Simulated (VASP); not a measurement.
# SiNi (rocksalt type) (Fm-3m) in VASP: a series of runs

Runs on SiNi (rocksalt type). Level: PBE. Tasks: single point.

Program: VASP 6.6.1. These are calculated values, not measurements. Logs are shortened: lines on timing, memory, paths and dates and some standing lists are left out, and cuts for length are marked.

## Step 1: The cell of the first run

It takes space group Fm-3m (No. 225, cubic). Conventional cell: a = 3.884 Å, b = 3.884 Å, c = 3.884 Å, α = 90.00°, β = 90.00°, γ = 90.00°. Within 2.6 Å of Ni (site symmetry m-3m) lie 6 Si at 1.94 Å. Within 2.6 Å of Si (site symmetry m-3m) lie 6 Ni at 1.94 Å.

## Step 2: Single point, PBE (7.33 Å³/atom)

POSCAR reads:

```
SiNi
1.0
    0.0000000000      1.9421625854      1.9421625854
    1.9421625854      0.0000000000      1.9421625854
    1.9421625854      1.9421625854      0.0000000000
Ni Si
1 1
Direct
    0.0000000000      0.0000000000      0.0000000000
    0.5000000000      0.5000000000      0.5000000000
```

INCAR.step1 reads:

```
PREC = Accurate ; ENCUT = 520
EDIFF = 1E-6 ; ISMEAR = -1
SIGMA = 0.08 ; LREAL = F
LASPH = T ; NELM = 60
ALGO = Normal ; ISIF = 2
LWAVE = F ; LCHARG = T
LMAXMIX = 4 ; GGA = PE
NBANDS = 14
```

KPOINTS.step1 reads:

```
Automatic mesh
0
Gamma
  14 14 14
```

INCAR.step2 reads:

```
PREC = Accurate ; ENCUT = 520
EDIFF = 1E-6 ; ISMEAR = -5
SIGMA = 0.08 ; LREAL = F
LASPH = T ; NELM = 60
ALGO = Normal ; ISIF = 2
LWAVE = F ; LCHARG = F
LMAXMIX = 4 ; GGA = PE
LORBIT = 11 ; NBANDS = 14
NEDOS = 1001 ; ICHARG = 11
```

KPOINTS.step2 reads:

```
Automatic mesh
0
Gamma
  21 21 21
```

Potentials or basis: VASP PAW PBE potentials, release 64 (Ni, Si).

Run with:

```console
$ cat potpaw_PBE.64/Ni/POTCAR potpaw_PBE.64/Si/POTCAR > POTCAR
$ cp INCAR.step1 INCAR
$ cp KPOINTS.step1 KPOINTS
$ mpirun -np 1 vasp_std > vasp.out
$ cp INCAR.step2 INCAR
$ cp KPOINTS.step2 KPOINTS
$ mpirun -np 1 vasp_std > vasp.out
```

OUTCAR:

```text
PREC = Accurate
   ENCUT = 520
   EDIFF = 1E-6
   ISMEAR = -5
   LREAL = F
   LASPH = T
   NELM = 60
   ISIF = 2
   GGA = PE
   LORBIT = 11
   ICHARG = 11

 ion  position               nearest neighbor table
   1  0.000  0.000  0.000-   2 1.94   2 1.94   2 1.94   2 1.94   2 1.94   2 1.94
   2  0.500  0.500  0.500-   1 1.94   1 1.94   1 1.94   1 1.94   1 1.94   1 1.94

  LATTYP: Found a face centered cubic cell.
 ALAT       =     3.8843251708

  Lattice vectors:

 A1 = (   0.0000000000,   1.9421625854,   1.9421625854)
 A2 = (   1.9421625854,   0.0000000000,   1.9421625854)
 A3 = (   1.9421625854,   1.9421625854,   0.0000000000)

Analysis of symmetry for initial positions (statically):
=====================================================================
 Subroutine PRICEL returns:
 Original cell was already a primitive cell.

 Routine SETGRP: Setting up the symmetry group for a
 face centered cubic supercell.

 Subroutine GETGRP returns: Found 48 space group operations
 (whereof 48 operations were pure point group operations)
 out of a pool of 48 trial point group operations.

The static configuration has the point symmetry O_h .

Analysis of symmetry for dynamics (positions and initial velocities):
=====================================================================
 Subroutine PRICEL returns:
 Original cell was already a primitive cell.

 Routine SETGRP: Setting up the symmetry group for a
 face centered cubic supercell.

 Subroutine GETGRP returns: Found 48 space group operations
 (whereof 48 operations were pure point group operations)
 out of a pool of 48 trial point group operations.

The dynamic configuration has the point symmetry O_h .

 Subroutine INISYM returns: Found 48 space group operations
 (whereof 48 operations are pure point group operations),
 and found     1 'primitive' translations

----------------------------------------------------------------------------------------

                                     Primitive cell

  volume of cell :      14.6517

  direct lattice vectors                    reciprocal lattice vectors
     0.000000000  1.942162585  1.942162585    -0.257444976  0.257444976  0.257444976
     1.942162585  0.000000000  1.942162585     0.257444976 -0.257444976  0.257444976
     1.942162585  1.942162585  0.000000000     0.257444976  0.257444976 -0.257444976

  length of vectors
     2.746632669  2.746632669  2.746632669     0.445907778  0.445907778  0.445907778

  position of ions in fractional coordinates (direct lattice)
     0.000000000  0.000000000  0.000000000
     0.500000000  0.500000000  0.500000000

  ion indices of the primitive-cell ions
   primitive index   ion index
                 1           1
                 2           2

----------------------------------------------------------------------------------------

 KPOINTS: Automatic mesh

Automatic generation of k-mesh.
 Grid dimensions read from file:
 generate k-points for:   21   21   21

 Generating k-lattice:

  Cartesian coordinates                     Fractional coordinates (reciprocal lattice)
    -0.012259285  0.012259285  0.012259285     0.047619048  0.000000000  0.000000000
     0.012259285 -0.012259285  0.012259285     0.000000000  0.047619048  0.000000000
     0.012259285  0.012259285 -0.012259285     0.000000000  0.000000000  0.047619048

  Length of vectors
     0.021233704  0.021233704  0.021233704

  Shift w.r.t. Gamma in fractional coordinates (k-lattice)
     0.000000000  0.000000000  0.000000000

 TETIRR: Found   1276 inequivalent tetrahedra from    55566

 Subroutine IBZKPT returns following result:
 ===========================================

 Found    286 irreducible k-points:

 Following reciprocal coordinates:
            Coordinates               Weight
  0.000000  0.000000  0.000000      1.000000
  0.047619  0.000000  0.000000      8.000000
  0.095238  0.000000  0.000000      8.000000
  0.142857  0.000000  0.000000      8.000000
  0.190476  0.000000  0.000000      8.000000
  0.238095  0.000000  0.000000      8.000000
[... 16 lines left out ...]
 -0.428571  0.047619  0.000000     24.000000
 -0.380952  0.047619  0.000000     24.000000
 [... further k-points ...]
   k-points           NKPTS =    286   k-points in BZ     NKDIM =    286   number of bands    NBANDS=     14
   number of dos      NEDOS =   1001   number of ions     NIONS =      2
   total plane-waves  NPLWV =   8000
   dimension x,y,z NGX =    20 NGY =   20 NGZ =   20
   dimension x,y,z NGXF=    40 NGYF=   40 NGZF=   40
   ions per type =               1   1
   NGX,Y,Z   is equivalent  to a cutoff of  12.11, 12.11, 12.11 a.u.
   NGXF,Y,Z  is equivalent  to a cutoff of  24.21, 24.21, 24.21 a.u.
 SYSTEM =  unknown system
   PREC   = accura    normal or accurate (medium, high low for compatibility)
   ISTART =      0    job   : 0-new  1-cont  2-samecut
   ICHARG =     11    charge: 1-file 2-atom 10-const
   ISPIN  =      1    spin polarized calculation?
   LNONCOLLINEAR =      F non collinear calculations
   LSORBIT =      F    spin-orbit coupling
   LASPH  =      T    aspherical Exc in radial PAW
   ENCUT  =  520.0 eV  38.22 Ry    6.18 a.u.   5.11  5.11  5.11*2*pi/ulx,y,z
   NELM   =     60;   NELMIN=  2; NELMDL=  0     # of ELM steps
   EDIFF  = 0.1E-05   stopping-criterion for ELM
   LREAL  =      F    real-space projection
   EDIFFG = 0.1E-04   stopping-criterion for IOM
   NSW    =      0    number of steps for IOM
   IBRION =     -1    ionic relax: 0-MD 1-quasi-New 2-CG
   NFREE  =      0    steps in history (QN), initial steepest desc. (CG)
   ISIF   =      2    stress and relaxation
   ISYM   =      2    0-nonsym 1-usesym 2-fastsym
   POTIM  = 0.5000    time-step for ionic-motion
   TEBEG  =    0.0;   TEEND  =   0.0 temperature during run
   PSTRESS=    0.0 pullay stress
   NELECT =      14.0000    total number of electrons
   NUPDOWN=      -1.0000    fix difference up-down
   EMIN   =  10.00;   EMAX   =-10.00  energy-range for DOS
   EFERMI =   0.00;   METHOD = LEGACY
   ISMEAR =    -5;   SIGMA  =   0.08  broadening in eV -4-tet -1-fermi 0-gaus
   EFERMI_NEDOS =   21; number of points for ismear=-14 and -15
   IALGO  =     38    algorithm
   IMIX   =      4    mixing-type and parameters
     AMIX     =   0.40;   BMIX     =  1.00
     AMIX_MAG =   1.60;   BMIX_MAG =  1.00
  volume/ion in A,a.u.               =       7.33        49.44
  Fermi-wavevector in a.u.,A,eV,Ry     =   1.612459  3.047105 35.375460  2.600023
  Thomas-Fermi vector in A             =   2.707685
   LORBIT       =     11    0 simple, 1 ext, 2 COOP (PROOUT), +10 PAW based schemes
   GGA     = PE    functional components
   LHFCALC =     F    Hartree Fock is set to
   AEXX    =    0.0000 exact exchange contribution
   IVDW    =     0    specifies the selected vdW correction
   LEPSILON=     F    determine dielectric tensor
   LRPA    =     F    only Hartree local field effects (RPA)
 non-spin polarized calculation
 Fermi weights with tetrahedron method with Bloechl corrections
  energy-cutoff  :      520.00
  volume of cell :       14.65
 maximum number of plane-waves:       411

 number of electron      14.0000007 magnetization

 Free energy of the ion-electron system (eV)
  ---------------------------------------------------
  ext. energy  EPLUGINS =         0.00000000
  ---------------------------------------------------
  free energy    TOTEN  =        -4.02718682 eV

  energy without entropy =       -4.02718682  energy(sigma->0) =       -4.02718682

 E-fermi :  19.9445     XC(G=0): -14.8986

 val. band max:       20.0588303236   @ k =  -0.2381   0.2381   0.0000
 cond. band min:      19.7565385838   @ k =  -0.2381   0.2857   0.0476
 fundamental gap:     -0.3022917398
 Fermi energy:        19.9444976112

 k-point     1 :       0.0000    0.0000    0.0000
  band No.  band energies     occupation
      1       1.7822      2.00000
      2      13.5859      2.00000
      3      13.5859      2.00000
      4      13.5859      2.00000
      5      13.9436      2.00000
      6      13.9436      2.00000
      7      27.1873      0.00000
      8      27.1873      0.00000
      9      27.1873      0.00000
     10      31.7723      0.00000
     11      32.2884      0.00000
     12      32.2884      0.00000
     13      32.2884      0.00000
     14      39.2639      0.00000

 k-point     2 :       0.0476    0.0000    0.0000
  band No.  band energies     occupation
      1       1.8522      2.00000
      2      13.5375      2.00000
      3      13.6074      2.00000
      4      13.6074      2.00000
      5      13.9296      2.00000
      6      13.9296      2.00000
      7      26.8136      0.00000
      8      27.2005      0.00000
      9      27.2005      0.00000
     10      31.0436      0.00000
     11      32.3465      0.00000
     12      32.3465      0.00000
     13      33.3502      0.00000
     14      38.6136      0.00000

 k-point     3 :       0.0952    0.0000    0.0000
  band No.  band energies     occupation
      1       2.0614      2.00000
      2      13.3945      2.00000
      3      13.6368      2.00000
      4      13.6368      2.00000
      5      13.9247      2.00000
      6      13.9247      2.00000
      7      25.8217      0.00000
      8      27.2347      0.00000
      9      27.2347      0.00000
     10      30.4936      0.00000
     11      32.4995      0.00000
     12      32.4995      0.00000
     13      34.7338      0.00000
     14      37.4741      0.00000

 k-point     4 :       0.1429    0.0000    0.0000
  band No.  band energies     occupation
      1       2.4068      2.00000
      2      13.1623      2.00000
      3      13.5809      2.00000
      4      13.5809      2.00000
      5      14.0273      2.00000
      6      14.0273      2.00000
      7      24.5011      0.00000
      8      27.2763      0.00000
      9      27.2763      0.00000
     10      30.1609      0.00000
     11      32.6589      0.00000
     12      32.6589      0.00000
     13      36.0048      0.00000
     14      36.4537      0.00000

 k-point     5 :       0.1905    0.0000    0.0000
  band No.  band energies     occupation
      1       2.8832      2.00000
      2      12.8459      2.00000
      3      13.4481      2.00000
      4      13.4481      2.00000
      5      14.2342      2.00000
      6      14.2342      2.00000
      7      23.0810      0.00000
      8      27.3079      0.00000
      9      27.3079      0.00000
     10      29.8915      0.00000
     11      32.6108      0.00000
[... 276 lines left out ...]
 k-point    22 :      -0.4762    0.0476    0.0000
  band No.  band energies     occupation
      1       8.0387      2.00000
      2       8.7779      2.00000
      3      12.6796      2.00000
      4      12.7442      2.00000
      5      15.6764      2.00000
      6      15.7149      2.00000
      7      17.5270      2.00000
      8      26.2442      0.00000
      9      26.5933      0.00000
     10      28.3098      0.00000
     11      30.2098      0.00000
     12      30.6262      0.00000
     13      38.7089      0.00000
     14      39.4206      0.00000

 k-point    23 :      -0.4286    0.0476    0.0000
  band No.  band energies     occupation
      1       7.2128      2.00000
      2       9.5615      2.00000
      3      12.7171      2.00000
      4      12.7634      2.00000
      5      15.5653      2.00000
      6      15.6764      2.00000
      7      17.7279      2.00000
      8      26.0017      0.00000
      9      27.0305      0.00000
     10      28.4702      0.00000
     11      30.0088      0.00000
     12      30.8365      0.00000
     13      38.6908      0.00000
     14      38.7769      0.00000

 k-point    24 :      -0.3810    0.0476    0.0000
  band No.  band energies     occupation
      1       6.2650      2.00000
      2      10.4019      2.00000
      3      12.7951      2.00000
      4      12.8259      2.00000
      5      15.3614      2.00000
      6      15.5302      2.00000
      7      18.2261      2.00000
      8      25.8943      0.00000
      9      27.5679      0.00000
     10      28.7240      0.00000
     11      29.9260      0.00000
     12      31.1168      0.00000
     13      37.8626      0.00000
     14      38.5551      0.00000

 [... further k-points ...]

------------------------ aborting loop because EDIFF is reached ----------------------------------------

  FORCE on cell =-STRESS in cart. coord.  units (eV):
  Direction    XX          YY          ZZ          XY          YZ          ZX
  --------------------------------------------------------------------------------------
  -------------------------------------------------------------------------------------
  Total       28.6202903     28.6202903     28.6202903     -0.0000000     -0.0000000      0.0000000
  in kB     3129.6651292   3129.6651292   3129.6651292     -0.0000000     -0.0000000      0.0000000
  external PRESSURE =    3129.6651292 kB  Pullay stress =       0.0000000 kB

 VOLUME and BASIS-vectors are now :
 -----------------------------------------------------------------------------
  energy-cutoff  :      520.00
  volume of cell :       14.65
      direct lattice vectors                 reciprocal lattice vectors
     0.000000000  1.942162585  1.942162585    -0.257444976  0.257444976  0.257444976
     1.942162585  0.000000000  1.942162585     0.257444976 -0.257444976  0.257444976
     1.942162585  1.942162585  0.000000000     0.257444976  0.257444976 -0.257444976

 POSITION                                       TOTAL-FORCE (eV/Angst)
 -----------------------------------------------------------------------------------
      0.00000      0.00000      0.00000        -0.000000     -0.000000     -0.000000
      1.94216      1.94216      1.94216         0.000000      0.000000      0.000000
 -----------------------------------------------------------------------------------
    total drift:                                0.000000     -0.000000     -0.000000

  FREE ENERGIE OF THE ION-ELECTRON SYSTEM (eV)
  ---------------------------------------------------
  free  energy   TOTEN  =        -4.0271868237 eV

  energy  without entropy=       -4.0271868237  energy(sigma->0) =       -4.02718682

 total charge

# of ion       s       p       d       tot
------------------------------------------
    1        0.958   1.170   9.105  11.233
    2        0.866   1.290   0.000   2.156
--------------------------------------------------
tot          1.824   2.460   9.105  13.389
```

It took 38 s on 1 thread of Intel Xeon Platinum 8259CL at 2.50GHz (Skylake/Cascade Lake), shared host; peak memory 0.17 GiB.

What came out:

| Item | Value |
| --- | --- |
| Valence electrons inside the program's atomic spheres | Ni 11.23; Si 2.16 |

Caveat: tetrahedron occupations give inexact forces and stress in metals. Spin polarisation is off, so any magnetic state and its effect on volume and gap are missing.

## Step 3: Single point, PBE (7.33 Å³/atom)

POSCAR is that of step 2.

INCAR.step1 reads:

```
SYSTEM = SiNi
PREC = Accurate
ENCUT = 520
EDIFF = 1E-7
ISMEAR = -1
SIGMA = 0.08
LREAL = .FALSE.
LASPH = .TRUE.
NELM = 60
ALGO = Normal
ISIF = 2
LWAVE = .FALSE.
LCHARG = .TRUE.
LMAXMIX = 4
GGA = PE
NBANDS = 14
```

KPOINTS.step1 reads:

```
regular mesh
0
G
  14 14 14
  0 0 0
```

INCAR.step2 reads:

```
SYSTEM = SiNi
PREC = Accurate
ENCUT = 520
EDIFF = 1E-7
ISMEAR = -5
SIGMA = 0.08
LREAL = .FALSE.
LASPH = .TRUE.
NELM = 60
ALGO = Normal
ISIF = 2
LWAVE = .FALSE.
LCHARG = .FALSE.
LMAXMIX = 4
GGA = PE
LORBIT = 11
NBANDS = 14
NEDOS = 2001
ICHARG = 11
```

KPOINTS.step2 reads:

```
regular mesh
0
G
  21 21 21
  0 0 0
```

Potentials or basis: VASP PAW PBE potentials, release 64 (Ni, Si).

Run with:

```console
$ cat potpaw_PBE.64/Ni/POTCAR potpaw_PBE.64/Si/POTCAR > POTCAR
$ cp INCAR.step1 INCAR
$ cp KPOINTS.step1 KPOINTS
$ mpirun -np 1 vasp_std > vasp.out
$ cp INCAR.step2 INCAR
$ cp KPOINTS.step2 KPOINTS
$ mpirun -np 1 vasp_std > vasp.out
```

Wall time 42 s (1 thread of Intel Xeon Platinum 8259CL at 2.50GHz (Skylake/Cascade Lake), shared host); peak memory 0.17 GiB.

It converged, with:

- Valence electrons inside the program's atomic spheres: Ni 11.23; Si 2.16

Levels at points of the mesh, in eV from the Fermi level:
```csv
k point,band 5,band 6,band 7,band 8,band 9,band 10
"(0.00, 0.00, 0.00)",-6.00,-6.00,7.24,7.24,7.24,11.83
```

Caveat: tetrahedron occupations give inexact forces and stress in metals.
